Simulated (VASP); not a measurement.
## TePb: vibrations by perturbation theory with PBEsol

The system is TePb.

```
Pb Te
1.0
     0.00000    3.21500    3.21500
     3.21500    0.00000    3.21500
     3.21500    3.21500    0.00000
Pb Te
1 1
Direct
  0.00000 0.00000 0.00000
  0.50000 0.50000 0.50000
```

| Item | Value |
| --- | --- |
| Program | VASP 6.6.1 |
| Task | vibrations by perturbation theory |
| Functional | PBEsol |
| Potentials or basis | VASP PAW PBE potentials, release 64 (Pb_d, Te) |
| Cutoff | 500 eV |
| k mesh | 4 × 4 × 4 |
| Occupations | gaussian, width 0.01 eV |
| Spin | no spin polarisation |
| Dipole correction | no |
| Further INCAR settings | ALGO = Normal; EDIFF = 1e-08; NBANDS = 17; IBRION = 8; NSW = 1 |

The highest phonon frequency at Γ, LO-TO splitting left out is 0 cm⁻¹ and the most unstable mode is 36i cm⁻¹.

Phonon frequencies in cm⁻¹ (negative: imaginary):
| q point | frequencies |
| --- | --- |
| (0.000, 0.000, 0.000) | -36 -36 -36 0 0 0 |

It took 2.9 min on 1 thread of Intel Xeon 8259CL (shared host), peak memory 0.26 GiB.

Caveat: the k points lie up to 0.42 Å⁻¹ apart; some modes are imaginary.
